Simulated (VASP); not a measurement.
Input of a VASP 6.6.1 run:

Contents of INCAR:

```
SYSTEM = PbSe
PREC     = Accurate       ! precision mode
ENCUT    = 520            ! plane-wave cutoff, eV
EDIFF    = 1E-6           ! SCF threshold, eV
ISMEAR   = 0              ! smearing method
SIGMA    = 0.03           ! smearing width, eV
LREAL    = .False.        ! projectors in reciprocal space
LASPH    = .True.         ! aspherical terms in the spheres
NELM     = 60             ! most SCF steps
ALGO     = Normal         ! electronic algorithm
ISIF     = 2              ! what is computed and relaxed
LWAVE    = .False.        ! write WAVECAR
LCHARG   = .True.         ! write CHGCAR
GGA      = PE             ! functional
IVDW     = 12             ! dispersion correction
LELF     = .True.         ! ELF
LVHAR    = .True.       
NBANDS   = 17             ! bands
```

KPOINTS

```
regular mesh
0
Gamma
  10 10 10
  0 0 0
```

POSCAR

```
PbSe
1.0
    0.0000000000      3.0171975230      3.0171975230
    3.0171975230      0.0000000000      3.0171975230
    3.0171975230      3.0171975230      0.0000000000
Pb Se
1 1
Direct
    0.0000000000      0.0000000000      0.0000000000
    0.5000000000      0.5000000000      0.5000000000
```

Potentials or basis: VASP PAW PBE potentials, release 64 (Pb_d, Se).

Command:

```bash
$ cat potpaw_PBE.64/Pb_d/POTCAR potpaw_PBE.64/Se/POTCAR > POTCAR
$ mpirun -np 1 vasp_std > vasp.out
```

(1) Predict the dispersion energy per atom.

(2) What does it give for the pressure?

## Answers

(1) -0.385 eV.

(2) 2.8 GPa.
